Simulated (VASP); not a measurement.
A run of VASP 6.6.1 is set up as follows.

Contents of INCAR:

```
SYSTEM = ZnO
PREC = Accurate
ENCUT = 910
EDIFF = 1E-6
ISMEAR = 0
SIGMA = 0.05
LREAL = .False.
LASPH = .True.
NELM = 120
ALGO = Normal
ISIF = 2
LWAVE = .False.
LCHARG = .False.
GGA = PS
NBANDS = 26
GGA_COMPAT = .False.
```

KPOINTS

```
regular mesh
0
Gamma
  9 9 6
  0 0 0
```

Contents of POSCAR:

```
ZnO
1.0
    3.1491219313      0.0000000000      0.0000000000
   -1.5745609656      2.7272195921      0.0000000000
    0.0000000000      0.0000000000      5.4898642628
Zn O
2 2
Direct
    0.3333333333      0.6666666667      0.0015754469
    0.6666666667      0.3333333333      0.5015754469
    0.3333333333      0.6666666667      0.3956145713
    0.6666666667      0.3333333333      0.8956145713
```

Potentials or basis: VASP PAW PBE potentials, release 64 (Zn, O_h).

The run is started by

```sh
$ cat potpaw_PBE.64/Zn/POTCAR potpaw_PBE.64/O_h/POTCAR > POTCAR
$ mpirun -np 1 vasp_std > vasp.out
```

(1) What does it give for the largest force?

(2) Predict the band gap on the k mesh.

(3) What does it give for the pressure?

Results:

(1) 0.761 eV/Å.

(2) 0.59 eV.

(3) 4.1 GPa.

Caveat: the cutoff is under 1.25 times the usual one of these potentials, so pressure, stress and relaxed cells hold a basis-set (Pulay) error; the cell stands under pressure; the PAW data sets were made with another functional, which shifts forces and pressure a little.
